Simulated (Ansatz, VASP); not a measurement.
**Two plane-wave programs on SiNi**

INCAR

```
  PREC = Accurate
  ENCUT = 520
  EDIFF = 1E-6
  ISMEAR = -1
  SIGMA = 0.1
  LREAL = False
  LASPH = True
  NELM = 100
  ALGO = Normal
  ISIF = 2
  LWAVE = False
  LCHARG = False
  GGA = PE
  NBANDS = 22
```

KPOINTS

```
Automatic mesh
0
Gamma
  11 11 6
```

File POSCAR:

```
SiNi
1.0
    3.3530417022      0.0000000000      0.0000000000
   -1.6765208511      2.9038192940      0.0000000000
    0.0000000000      0.0000000000      4.6525610875
Ni Si
2 2
Direct
    0.0000000000      0.0000000000      0.0000000000
    0.0000000000      0.0000000000      0.5000000000
    0.3333333333      0.6666666667      0.2500000000
    0.6666666667      0.3333333333      0.7500000000
```

Input for Ansatz:

```yaml
crystal:
  lattice:
    - [3.3530417022, 0.0, 0.0]
    - [-1.6765208511, 2.903819294, 0.0]
    - [0.0, 0.0, 4.6525610875]
  atoms:
    - { symbol: Ni, position: [0.0, 0.0, 0.0] }
    - { symbol: Ni, position: [0.0, 0.0, 0.5] }
    - { symbol: Si, position: [0.3333333333, 0.6666666667, 0.25] }
    - { symbol: Si, position: [0.6666666667, 0.3333333333, 0.75] }
kpoints:
  mp_grid: { grid: [11, 11, 6] }
scf:
  occupations: { method: fermi_dirac, width: 0.1 }
hamiltonian:
  xc: pbe
  pseudopotentials: { kind: paw }
output:
  forces: true
  stress: true
  eigenvalues: true
  populations: true
```

Change from the starting cell: volume scaled by 0.88, PAW files.

Alike in both runs: task single point; functional PBE; k mesh 11 × 11 × 6; occupations fermi-dirac, width 0.1 eV; no spin polarisation.

|  | VASP | Ansatz |
| --- | --- | --- |
| version | VASP 6.6.1 | Ansatz 0.2.0 |
| potentials or method | VASP PAW PBE potentials, release 64 (Ni, Si) | PAW with Ansatz's default frozen-core files, scalar-relativistic |
| plane-wave cutoff (eV) | 520 | 420 |
| valence electrons in the cell | 28 | 44 |

```csv
,VASP,Ansatz,Ansatz less VASP
pressure (GPa),27.6,27.9,+0.35
"traceless stress, the component that is largest in VASP (GPa)",0.20,0.04,-0.156
```

VASP's potentials hold 28 valence electrons a cell and Ansatz's 44, so a difference there can come from the potentials and not from the codes.
